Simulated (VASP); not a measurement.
A run of VASP 6.6.1 is set up as follows.

File INCAR:

```
SYSTEM = Rh
PREC     = Accurate       ! precision mode
ENCUT    = 500            ! plane-wave cutoff, eV
EDIFF    = 1E-6           ! SCF threshold, eV
ISMEAR   = 0              ! smearing method
SIGMA    = 0.1            ! smearing width, eV
LREAL    = .False.        ! projectors in reciprocal space
LASPH    = .True.         ! aspherical terms in the spheres
NELM     = 120            ! most SCF steps
ALGO     = Normal         ! electronic algorithm
ISIF     = 2              ! what is computed and relaxed
LWAVE    = .False.        ! write WAVECAR
LCHARG   = .True.         ! write CHGCAR
GGA      = CA             ! functional
LELF     = .True.         ! ELF
LVHAR    = .True.       
NBANDS   = 14             ! bands
GGA_COMPAT= .False.
```

Contents of KPOINTS:

```
Automatic mesh
0
Gamma
  8 8 8
  0 0 0
```

The input POSCAR:

```
Rh
1.0
    0.0000000000      1.9015500000      1.9015500000
    1.9015500000      0.0000000000      1.9015500000
    1.9015500000      1.9015500000      0.0000000000
Rh
1
Direct
    0.0000000000      0.0000000000      0.0000000000
```

Potentials or basis: VASP PAW LDA potentials, release 64 (Rh_pv).

The run is started by

```console
$ cat potpaw_LDA.64/Rh_pv/POTCAR > POTCAR
$ mpirun -np 1 vasp_std > vasp.out
```

Estimate the pressure.

-9.5 GPa.
